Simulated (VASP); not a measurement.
Set up this calculation in VASP 6.6.1, as the native input.

* Task: relaxation of cell and atoms
* Functional: PBE
* Potentials or basis: VASP PAW PBE potentials, release 64 (Si, C)
* Cutoff: 600 eV
* k mesh: 6 × 6 × 6
* Occupations: gaussian, width 0.1 eV
* Spin: no spin polarisation
* Dipole correction: no
* Further INCAR settings: ALGO = Normal; EDIFF = 1e-07; IBRION = 2; EDIFFG = -0.04; NSW = 90; ISIF = 3

The structure of SiC3 lies in POSCAR:

```
SiC3
1.0
    3.1853029501      0.0000000000      0.0000000000
    0.0000000000      3.1853029501      0.0000000000
    0.0000000000      0.0000000000      3.1853029501
Si C
1 3
Direct
    0.0000000000      0.0000000000      0.0000000000
    0.5000000000      0.0000000000      0.5000000000
    0.0000000000      0.5000000000      0.5000000000
    0.5000000000      0.5000000000      0.0000000000
```

These files were run (other wordings do the same):

INCAR

```
SYSTEM = SiC3
ALGO = Normal ; EDIFF = 1E-7
EDIFFG = -0.04 ; ENCUT = 600
GGA = PE ; IBRION = 2
ISIF = 3 ; ISMEAR = 0
LASPH = .TRUE. ; LCHARG = .FALSE.
LREAL = .FALSE. ; LWAVE = .FALSE.
NELM = 80 ; NSW = 90
PREC = Accurate ; SIGMA = 0.1
```

KPOINTS

```
k-points
0
G
  6 6 6
  0 0 0
```

Potentials or basis: VASP PAW PBE potentials, release 64 (Si, C).

Run with:

```console
$ cat potpaw_PBE.64/Si/POTCAR potpaw_PBE.64/C/POTCAR > POTCAR
$ mpirun -np 1 vasp_std > vasp.out
```

It gave:

- Relaxed volume: 8.30 Å³/atom
- Relaxed cell: a = 3.214 Å, b = 3.214 Å, c = 3.214 Å, α = 90.00°, β = 90.00°, γ = 90.00°
- Space group after relaxing (to 0.05 Å): Pm-3m (No. 221)
- Energy gained by relaxing: 3.1 meV/atom
- Ionic steps: 3
- Pressure after relaxing: 0.0 GPa
- Band gap on the k mesh: zero (band 8 reaches 10.86 eV, above the bottom of band 9 at 7.48 eV)

Run time: 10 s on 1 thread of Intel(R) Xeon(R) 6975P-C (Granite Rapids), on a shared host, peak memory 0.15 GiB.
